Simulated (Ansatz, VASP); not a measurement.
## One calculation of InSb, two programs

```
In Sb
1.0
     0.00000    3.22496    3.22496
     3.22496    0.00000    3.22496
     3.22496    3.22496    0.00000
In Sb
1 1
Direct
  0.00000 0.00000 0.00000
  0.75000 0.75000 0.75000
```

Alike in both runs: functional LDA; k mesh 12 × 12 × 12; occupations gaussian, width 0.1 eV; no spin polarisation.

Ansatz relaxed the structure, and its values are those at the end. VASP's run is a single point on that final structure, the one shown.

```csv
,VASP,Ansatz
version,VASP 6.6.1,Ansatz 0.2.0
potentials or method,"VASP PAW LDA potentials, release 64 (In_d, Sb), cutoff 500 eV","scalar-relativistic, plane waves, PAW"
valence electrons in the cell,18,28
```

|  | VASP | Ansatz | Ansatz less VASP |
| --- | --- | --- | --- |
| gap on the k mesh at the Fermi level (eV) | none | none | - |
| pressure (GPa) | 0.1 | 0.0 | -0.09 |

Ansatz warns that its potentials were made for another functional, while VASP's fit it. LDA's correlation is that of Perdew and Zunger in VASP and of Perdew and Wang (1992) in Ansatz. A gap of «none» marks a metal or a gap that the smearing closes. VASP's potentials hold 18 valence electrons a cell and Ansatz's 28, so a difference there can come from the potentials and not from the codes.

Spin-orbit coupling is off throughout.
